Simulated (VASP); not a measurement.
## Bi: single point with PBE

The system is Bi.

```
CELL_PARAMETERS angstrom
-2.01360 2.01360 2.01360
2.01360 -2.01360 2.01360
2.01360 2.01360 -2.01360
ATOMIC_POSITIONS crystal
Bi 0.00000 0.00000 0.00000
```

This isn't the form of Bi at room conditions, which is rhombohedral.

```
Program             : VASP 6.6.1
Task                : single point
Functional          : PBE
Potentials or basis : VASP PAW PBE potentials, release 64 (Bi_d)
Cutoff              : 520 eV
k mesh              : 15 × 15 × 15
Occupations         : fermi-dirac, width 0.05 eV
Spin                : non-collinear spin, zero start, spin-orbit coupling
Starting moments    : [[0.0, 0.0, 0.0]] μB
```

| Quantity | Value |
| --- | --- |
| Pressure | -0.3 GPa |
| Net moment | 0.00 μB per cell |
| Valence electrons inside the program's atomic spheres | Bi 12.72 |

Moments on the atoms (μB; x, y, z):
```
Bi  0.00 0.00 0.00
```

Run time: 3.3 min on 1 thread of Oxide Virtual Turin-like Processor (shared host), peak memory 0.3 GiB.
